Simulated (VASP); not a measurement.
# BeTe (F-43m) in VASP: further runs, part 2 of 2

VASP 6.6.1. Earlier steps stand in the parts before.

### Step 3. Relaxation of cell and atoms, PBE

This run uses another cell than the first one, of 21.25 Å³/atom, 0.939 times its volume.

INCAR

```
SYSTEM = BeTe
PREC = Accurate
ENCUT = 600
EDIFF = 1E-7
ISMEAR = -1
SIGMA = 0.02
LREAL = .FALSE.
LASPH = .TRUE.
NELM = 80
ALGO = Normal
ISIF = 3
LWAVE = .FALSE.
LCHARG = .FALSE.
GGA = PE
IBRION = 2
NSW = 80
EDIFFG = -0.005
```

KPOINTS

```
Automatic mesh
0
G
  8 8 8
  0 0 0
```

POSCAR

```
BeTe
1.0
    0.0000000000      2.7700000000      2.7700000000
    2.7700000000      0.0000000000      2.7700000000
    2.7700000000      2.7700000000      0.0000000000
Be Te
1 1
Direct
    0.0000000000      0.0000000000      0.0000000000
    0.2500000000      0.2500000000      0.2500000000
```

Potentials or basis: VASP PAW PBE potentials, release 64 (Be, Te).

The run is started by

```
> cat potpaw_PBE.64/Be/POTCAR potpaw_PBE.64/Te/POTCAR > POTCAR
> mpirun -np 1 vasp_std > vasp.out
```

OUTCAR:

```text
SYSTEM = BeTe
   PREC = Accurate
   ENCUT = 600
   EDIFF = 1E-7
   ISMEAR = -1
   LREAL = .FALSE.
   LASPH = .TRUE.
   NELM = 80
   ISIF = 3
   GGA = PE
   IBRION = 2
   NSW = 80
   EDIFFG = -0.005

 ion  position               nearest neighbor table
   1  0.000  0.000  0.000-   2 2.40   2 2.40   2 2.40   2 2.40
   2  0.250  0.250  0.250-   1 2.40   1 2.40   1 2.40   1 2.40

  LATTYP: Found a face centered cubic cell.
 ALAT       =     5.5400000000

  Lattice vectors:

 A1 = (   0.0000000000,   2.7700000000,   2.7700000000)
 A2 = (   2.7700000000,   0.0000000000,   2.7700000000)
 A3 = (   2.7700000000,   2.7700000000,   0.0000000000)

Analysis of symmetry for initial positions (statically):
=====================================================================
 Subroutine PRICEL returns:
 Original cell was already a primitive cell.

 Routine SETGRP: Setting up the symmetry group for a
 face centered cubic supercell.

 Subroutine GETGRP returns: Found 24 space group operations
 (whereof 24 operations were pure point group operations)
 out of a pool of 48 trial point group operations.

The static configuration has the point symmetry T_d .

Analysis of symmetry for dynamics (positions and initial velocities):
=====================================================================
 Subroutine PRICEL returns:
 Original cell was already a primitive cell.

 Routine SETGRP: Setting up the symmetry group for a
 face centered cubic supercell.

 Subroutine GETGRP returns: Found 24 space group operations
 (whereof 24 operations were pure point group operations)
 out of a pool of 48 trial point group operations.

The dynamic configuration has the point symmetry T_d .

 Subroutine INISYM returns: Found 24 space group operations
 (whereof 24 operations are pure point group operations),
[... 120 lines left out ...]
   LORBIT       =      0    0 simple, 1 ext, 2 COOP (PROOUT), +10 PAW based schemes
   GGA     = PE    functional components
   LHFCALC =     F    Hartree Fock is set to
   AEXX    =    0.0000 exact exchange contribution
   IVDW    =     0    specifies the selected vdW correction
   LEPSILON=     F    determine dielectric tensor
   LRPA    =     F    only Hartree local field effects (RPA)
 conjugate gradient relaxation of ions
 non-spin polarized calculation
  energy-cutoff  :      600.00
  volume of cell :       42.51
 maximum number of plane-waves:      1433
   NGX = 15   NGY = 15   NGZ = 15

--------------------------------------- Ionic step        1  -------------------------------------------

 number of electron       8.0000000 magnetization

 Free energy of the ion-electron system (eV)
  ---------------------------------------------------
  ext. energy  EPLUGINS =         0.00000000
  ---------------------------------------------------
  free energy    TOTEN  =        -7.58482010 eV

  energy without entropy =       -7.58482010  energy(sigma->0) =       -7.58482010

------------------------ aborting loop because EDIFF is reached ----------------------------------------

  FORCE on cell =-STRESS in cart. coord.  units (eV):
  Direction    XX          YY          ZZ          XY          YZ          ZX
  --------------------------------------------------------------------------------------
  -------------------------------------------------------------------------------------
  Total        1.1817420      1.1817420      1.1817420      0.0000000      0.0000000      0.0000000
  in kB       44.5414079     44.5414079     44.5414079      0.0000000      0.0000000      0.0000000
  external PRESSURE =      44.5414079 kB  Pullay stress =       0.0000000 kB
[... 59 lines left out ...]
--------------------------------------- Ionic step        3  -------------------------------------------

 number of electron       8.0000000 magnetization

 Free energy of the ion-electron system (eV)
  ---------------------------------------------------
  ext. energy  EPLUGINS =         0.00000000
  ---------------------------------------------------
  free energy    TOTEN  =        -7.62445307 eV

  energy without entropy =       -7.62445307  energy(sigma->0) =       -7.62445307

 E-fermi :   5.2663     XC(G=0):  -8.9802

 val. band max:        4.8847923376   @ k =   0.0000   0.0000   0.0000
 cond. band min:       6.9046453941   @ k =   0.5000   0.5000   0.0000
 fundamental gap:      2.0198530565
 Fermi energy:         5.2662806711

 k-point     1 :       0.0000    0.0000    0.0000
  band No.  band energies     occupation
      1      -7.2880      2.00000
      2       4.8848      2.00000
      3       4.8848      2.00000
      4       4.8848      2.00000
      5       8.5099      0.00000
      6       8.5099      0.00000
      7       8.5099      0.00000
      8       8.5678      0.00000
[... 243 lines left out ...]
 k-point    24 :      -0.3750    0.2500    0.1250
  band No.  band energies     occupation
      1      -5.7592      2.00000
      2      -0.1249      2.00000
      3       2.0570      2.00000
      4       3.0346      2.00000
      5       9.0656      0.00000
      6       9.2743      0.00000
      7      11.4917      0.00000
      8      12.5736      0.00000

 [... further k-points ...]
[... 5 lines left out ...]
  --------------------------------------------------------------------------------------
  -------------------------------------------------------------------------------------
  Total        0.0035846      0.0035846      0.0035846     -0.0000000     -0.0000000     -0.0000000
  in kB        0.1261674      0.1261674      0.1261674     -0.0000000     -0.0000000     -0.0000000
  external PRESSURE =       0.1261674 kB  Pullay stress =       0.0000000 kB
[... 17 lines left out ...]
  FREE ENERGIE OF THE ION-ELECTRON SYSTEM (eV)
  ---------------------------------------------------
  free  energy   TOTEN  =        -7.6244530743 eV

  energy  without entropy=       -7.6244530743  energy(sigma->0) =       -7.62445307

 reached required accuracy - stopping structural energy minimisation
```

OSZICAR:

```text
N       E                     dE             d eps       ncg     rms          rms(c)
DAV:   1     0.222288317817E+02    0.22229E+02   -0.36769E+03   464   0.896E+02
DAV:   2    -0.695783623124E+01   -0.29187E+02   -0.28148E+02   648   0.107E+02
DAV:   3    -0.775460455305E+01   -0.79677E+00   -0.79677E+00   568   0.228E+01
[... 25 lines left out ...]
DAV:   3    -0.762451670734E+01    0.94425E-03   -0.42116E-03   536   0.326E-01    0.878E-02
DAV:   4    -0.762447841103E+01    0.38296E-04   -0.97271E-05   536   0.744E-02    0.690E-02
DAV:   5    -0.762445370558E+01    0.24705E-04   -0.62962E-05   600   0.456E-02    0.126E-02
DAV:   6    -0.762445307419E+01    0.63139E-06   -0.29363E-06   520   0.107E-02    0.504E-03
DAV:   7    -0.762445307435E+01   -0.16269E-09   -0.19988E-07   576   0.347E-03
   3 F= -.76244531E+01 E0= -.76244531E+01  d E =-.396330E-01
```

It took 12 s on 1 thread of Intel Xeon 6975P-C (Granite Rapids), shared host; peak memory 0.19 GiB.

Results:

| Property | Result |
| --- | --- |
| Free energy | -7.6245 eV |
| Relaxed volume | 22.76 Å³/atom |
| Relaxed cell | a = 4.008 Å, b = 4.008 Å, c = 4.008 Å, α = 60.00°, β = 60.00°, γ = 60.00° |
| Space group after relaxing (to 0.05 Å) | F-43m (No. 216) |
| Energy gained by relaxing | 19.8 meV/atom |
| Ionic steps | 3 |
| Pressure after relaxing | 0.0 GPa |
| Band gap on the k mesh | 2.02 eV, indirect (least direct gap 3.63 eV) |

The path:
```csv
step,energy change (eV),largest force (eV/Å),pressure (GPa),volume (Å³)
1,0.0000,0.0000,4.45,42.51
2,-0.0377,0.0000,-0.85,46.25
3,-0.0396,0.0000,0.01,45.52
```

Final structure:
```
Be Te
1.0
     0.00000    2.83396    2.83396
     2.83396    0.00000    2.83396
     2.83396    2.83396    0.00000
Be Te
1 1
Direct
  0.00000 0.00000 0.00000
  0.25000 0.25000 0.25000
```

Caveat: spin-orbit coupling is left out, which moves the levels of the heavy elements.

### Step 4. Relaxation of cell and atoms, PBEsol

This run uses another cell than the first one, of 22.71 Å³/atom, 1.003 times its volume.

Edit INCAR of step 3 so:

```diff
@@ -13,3 +13,3 @@
 LCHARG = .FALSE.
-GGA = PE
+GGA = PS
 IBRION = 2
```

KPOINTS is that of step 3.

POSCAR

```
BeTe
1.0
    0.0000000000      2.8318743933      2.8318743933
    2.8318743933      0.0000000000      2.8318743933
    2.8318743933      2.8318743933      0.0000000000
Be Te
1 1
Direct
    0.0000000000      0.0000000000      0.0000000000
    0.2500000000      0.2500000000      0.2500000000
```

Potentials or basis: VASP PAW PBE potentials, release 64 (Be, Te).

The run is started by

```
> cat potpaw_PBE.64/Be/POTCAR potpaw_PBE.64/Te/POTCAR > POTCAR
> mpirun -np 1 vasp_std > vasp.out
```

OUTCAR:

```text
SYSTEM = BeTe
   PREC = Accurate
   ENCUT = 600
   EDIFF = 1E-7
   ISMEAR = -1
   LREAL = .FALSE.
   LASPH = .TRUE.
   NELM = 80
   ISIF = 3
   GGA = PS
   IBRION = 2
   NSW = 80
   EDIFFG = -0.005

 ion  position               nearest neighbor table
   1  0.000  0.000  0.000-   2 2.45   2 2.45   2 2.45   2 2.45
   2  0.250  0.250  0.250-   1 2.45   1 2.45   1 2.45   1 2.45

  LATTYP: Found a face centered cubic cell.
 ALAT       =     5.6637487866

  Lattice vectors:

 A1 = (   0.0000000000,   2.8318743933,   2.8318743933)
 A2 = (   2.8318743933,   0.0000000000,   2.8318743933)
 A3 = (   2.8318743933,   2.8318743933,   0.0000000000)

Analysis of symmetry for initial positions (statically):
=====================================================================
 Subroutine PRICEL returns:
[... 258 lines left out ...]
 Fermi energy:         5.5152297224

 k-point     1 :       0.0000    0.0000    0.0000
  band No.  band energies     occupation
      1      -7.2808      2.00000
      2       5.1217      2.00000
      3       5.1217      2.00000
      4       5.1217      2.00000
      5       8.7122      0.00000
      6       8.7122      0.00000
      7       8.7122      0.00000
      8       8.9300      0.00000
[... 243 lines left out ...]
 k-point    24 :      -0.3750    0.2500    0.1250
  band No.  band energies     occupation
      1      -5.6595      2.00000
      2      -0.0873      2.00000
      3       2.1698      2.00000
      4       3.1731      2.00000
      5       9.2600      0.00000
      6       9.4714      0.00000
      7      11.8105      0.00000
      8      12.8711      0.00000

 [... further k-points ...]

------------------------ aborting loop because EDIFF is reached ----------------------------------------

  FORCE on cell =-STRESS in cart. coord.  units (eV):
  Direction    XX          YY          ZZ          XY          YZ          ZX
  --------------------------------------------------------------------------------------
  -------------------------------------------------------------------------------------
  Total        0.0019606      0.0019606      0.0019606     -0.0000000      0.0000000      0.0000000
  in kB        0.0710822      0.0710822      0.0710822     -0.0000000      0.0000000      0.0000000
  external PRESSURE =       0.0710822 kB  Pullay stress =       0.0000000 kB
[... 17 lines left out ...]
  FREE ENERGIE OF THE ION-ELECTRON SYSTEM (eV)
  ---------------------------------------------------
  free  energy   TOTEN  =        -8.2160316220 eV

  energy  without entropy=       -8.2160316220  energy(sigma->0) =       -8.21603162

 reached required accuracy - stopping structural energy minimisation
```

It took 11 s on 1 thread of Intel Xeon 6975P-C (Granite Rapids), shared host; peak memory 0.18 GiB.

Results:

```
Free energy                            : -8.2160 eV
Relaxed volume                         : 22.10 Å³/atom
Relaxed cell                           : a = 3.968 Å, b = 3.968 Å, c = 3.968 Å, α = 60.00°, β = 60.00°, γ = 60.00°
Space group after relaxing (to 0.05 Å) : F-43m (No. 216)
Energy gained by relaxing              : 3.1 meV/atom
Ionic steps                            : 3
Pressure after relaxing                : 0.0 GPa
Band gap on the k mesh                 : 1.83 eV, indirect (least direct gap 3.59 eV)
```

The path:
| step | energy change (eV) | largest force (eV/Å) | pressure (GPa) | volume (Å³) |
| --- | --- | --- | --- | --- |
| 1 | 0.0000 | 0.0000 | -1.56 | 45.42 |
| 2 | -0.0059 | 0.0000 | 0.29 | 43.98 |
| 3 | -0.0061 | 0.0000 | 0.01 | 44.19 |

Final structure:
```
Be Te
1.0
     0.00000    2.80612    2.80612
     2.80612    0.00000    2.80612
     2.80612    2.80612    0.00000
Be Te
1 1
Direct
  0.00000 0.00000 0.00000
  0.25000 0.25000 0.25000
```

Levels at points of the mesh, in eV from the valence-band top:
```tsv
k point	band 1	band 2	band 3	band 4	band 5	band 6	band 7	band 8
(0.00, 0.00, 0.00)	-12.40	0.00	0.00	0.00	3.59	3.59	3.59	3.81
(0.50, 0.00, 0.00)	-11.03	-5.64	-1.15	-1.15	3.06	4.55	4.55	7.66
(0.50, 0.50, 0.00)	-10.52	-5.19	-2.70	-2.70	1.83	2.60	9.77	9.77
```

Caveat: the PAW data sets were made with another functional, which shifts forces and pressure a little; spin-orbit coupling is left out, which moves the levels of the heavy elements.

### Step 5. The runs side by side

| task | level | cell | cutoff (eV) | gap on the mesh (eV) | pressure (GPa) | relaxed volume (Å³/atom) |
| --- | --- | --- | --- | --- | --- | --- |
| single point | r2SCAN | a = 4.000 Å, angles 60.0°, 2 atoms | 520 | 2.37 | 0.2 | - |
| relaxation of cell and atoms | PBE | relaxed from a = 3.917 Å, angles 60.0°, 2 atoms | 600 | 2.02 | 0.0 | 22.76 |
| relaxation of cell and atoms | PBEsol | relaxed from a = 4.005 Å, angles 60.0°, 2 atoms | 600 | 1.83 | 0.0 | 22.10 |

Alike in all rows: potentials or basis VASP PAW PBE potentials, release 64 (Be, Te); no spin polarisation; k mesh 8 × 8 × 8; smearing fermi-dirac 0.02 eV.

Caveats: spin-orbit coupling is left out, which moves the levels of the heavy elements; the PAW data sets were made with another functional, which shifts forces and pressure a little (some runs).

Absolute energies hang on the potentials; compare differences alone.
